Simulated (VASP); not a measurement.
Write the native input for VASP 6.6.1 that does the following.

```yaml
Task: single point
Functional: PBE
Potentials_or_basis: VASP PAW PBE potentials, release 64 (Pt, S)
Cutoff: 520 eV
k_mesh: 12 × 12 × 6
Occupations: fermi-dirac, width 0.02 eV
Spin: no spin polarisation
Dipole_correction: no
Further_INCAR_settings: ALGO = Normal; EDIFF = 1e-06; NBANDS = 18
```

The structure of PtS2 lies in POSCAR:

```
PtS2
1.0
    3.5526415799      0.0000000000      0.0000000000
   -1.7763207900      3.0766778587      0.0000000000
    0.0000000000      0.0000000000      5.1739381656
Pt S
1 2
Direct
    0.0000000000      0.0000000000      0.0000000000
    0.3333333333      0.6666666667      0.2371271869
    0.6666666667      0.3333333333      0.7628728131
```

This cell differs from its parent crystal: uniaxial z strain +1.0%.

One way to write it, as run:

INCAR

```
  PREC = Accurate
  ENCUT = 520
  EDIFF = 1E-6
  ISMEAR = -1
  SIGMA = 0.02
  LREAL = False
  LASPH = True
  NELM = 60
  ALGO = Normal
  ISIF = 2
  LWAVE = False
  LCHARG = False
  GGA = PE
  NBANDS = 18
```

KPOINTS

```
regular mesh
0
Gamma
  12 12 6
```

Potentials or basis: VASP PAW PBE potentials, release 64 (Pt, S).

Run with:

```console
$ cat potpaw_PBE.64/Pt/POTCAR potpaw_PBE.64/S/POTCAR > POTCAR
$ mpirun -np 1 vasp_std > vasp.out
```

It gave:

```
Pressure               : 2.9 GPa
Largest force          : 0.022 eV/Å
Band gap on the k mesh : 0.75 eV (least direct gap 0.99 eV)
```

Caveat: the cell differs from its parent crystal (uniaxial z strain +1.0%); spin-orbit coupling is left out, which moves the levels of the heavy elements.

Run time: 2 min on 1 thread of Intel Xeon 8259CL (shared host), peak memory 0.25 GiB.
